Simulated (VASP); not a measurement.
## ScAl2N3: single point with PBE

The system is ScAl2N3.

```
CELL_PARAMETERS angstrom
7.45258 0.00000 0.00000
-3.72629 6.45413 0.00000
0.00000 0.00000 3.52314
ATOMIC_POSITIONS crystal
Sc 0.00000 0.00000 0.00000
Al 0.33333 0.66667 0.00000
Al 0.66667 0.33333 0.00000
N 0.33333 0.66667 0.50000
N 0.66667 0.33333 0.50000
N 0.00000 0.00000 0.50000
```

The cell was built from a structure type or drawn by symmetry, and may not be a known phase.

```
Program             : VASP 6.6.1
Task                : single point
Functional          : PBE
Potentials or basis : VASP PAW PBE potentials, release 64 (Sc_sv, Al, N)
Cutoff              : 520 eV
k mesh              : 6 × 6 × 10
Occupations         : gaussian, width 0.1 eV
Spin                : no spin polarisation
```

- Pressure: 0.1 GPa
- Band gap on the k mesh: zero (bands 16 and 17 overlap by 0.52 eV)

Stress tensor (GPa, compression positive):
```
-0.06  0.00  0.00
 0.00 -0.06  0.00
 0.00  0.00  0.49
```

Levels at points of the mesh, in eV from the Fermi level:
```tsv
k point	band 14	band 15	band 16	band 17	band 18	band 19
(0.00, 0.00, 0.00)	-1.64	-1.64	-1.37	0.91	1.41	1.50
(0.50, 0.00, 0.00)	-1.85	-1.73	0.05	0.16	0.77	0.91
(0.00, 0.00, 0.50)	-1.67	-1.35	-1.35	0.99	1.11	1.11
(0.50, 0.00, 0.50)	-1.62	-1.43	-1.33	0.61	1.26	1.64
```

Wall time 5.3 min on 1 thread of Intel Xeon 8259CL, on a shared host, peak memory 0.39 GiB.
